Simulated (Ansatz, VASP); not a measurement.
**Two plane-wave programs on Ge2Sb2O**

The input INCAR:

```
ALGO = Normal ; EDIFF = 1E-7
EDIFFG = -0.04 ; ENCUT = 600
GGA = PE ; GGA_COMPAT = False
IBRION = 2 ; ISIF = 3
ISMEAR = 0 ; LASPH = True
LCHARG = False ; LREAL = False
LWAVE = False ; NELM = 120
NELMIN = 4 ; NSW = 90
PREC = Accurate ; SIGMA = 0.1
```

KPOINTS

```
k-points
0
Gamma
  6 6 2
```

POSCAR

```
Ge2Sb2O
1.0
    3.6360760100      0.0000000000      0.0000000000
    0.0000000000      3.6360760100      0.0000000000
    0.0000000000      0.0000000000      8.5106186500
Ge Sb O
2 2 1
Direct
    0.5000000000      0.5000000000      0.2236765700
    0.5000000000      0.5000000000      0.7763234300
    0.0000000000      0.0000000000      0.0000000000
    0.0000000000      0.0000000000      0.5000000000
    0.5000000000      0.5000000000      0.5000000000
```

Input for Ansatz:

```yaml
crystal:
  lattice:
    - [3.63607601, 0.0, 0.0]
    - [0.0, 3.63607601, 0.0]
    - [0.0, 0.0, 8.51061865]
  atoms:
    - { symbol: Ge, position: [0.5, 0.5, 0.22367657] }
    - { symbol: Ge, position: [0.5, 0.5, 0.77632343] }
    - { symbol: Sb, position: [0.0, 0.0, 0.0] }
    - { symbol: Sb, position: [0.0, 0.0, 0.5] }
    - { symbol: O, position: [0.5, 0.5, 0.5] }
basis:
  ecutwfc: 420
kpoints:
  mp_grid: { grid: [6, 6, 2] }
hamiltonian:
  xc: pbe
scf:
  occupations: { method: gaussian, width: 0.1 }
  lower_state_search: "off"
output:
  forces: true
  stress: true
  eigenvalues: true
relax:
  adjacent_minimum: "off"
  f_tol: 0.04
  max_steps: 70
  cell: { stress_tol: 0.4 }
```

Alike in both runs: task relaxation of cell and atoms; functional PBE; k mesh 6 × 6 × 2; occupations gaussian, width 0.1 eV; no spin polarisation.

```csv
,VASP,Ansatz
version,VASP 6.6.1,Ansatz 0.2.0
potentials or method,"VASP PAW PBE potentials, release 64 (Ge_d, Sb, O), cutoff 600 eV","scalar-relativistic, plane waves, PAW"
valence electrons in the cell,44,64
```

```csv
,VASP,Ansatz,Ansatz less VASP
"gap on the k mesh at the Fermi level, each at its own relaxed structure (eV)",none,none,-
relaxed volume (Å³/atom),20.98,20.66,-0.321
relaxed length of the cell vector where the two differ most in proportion (Å),9.285,7.219,-2.0659
```

A gap of «none» marks a metal or a gap that the smearing closes. One of these differences is far larger than is usual between the two programs; its cause wasn't traced. VASP's potentials hold 44 valence electrons a cell and Ansatz's 64, so a difference there can come from the potentials and not from the codes.

The k mesh is coarse, so the values compare programs but aren't converged. Spin-orbit coupling is off throughout.
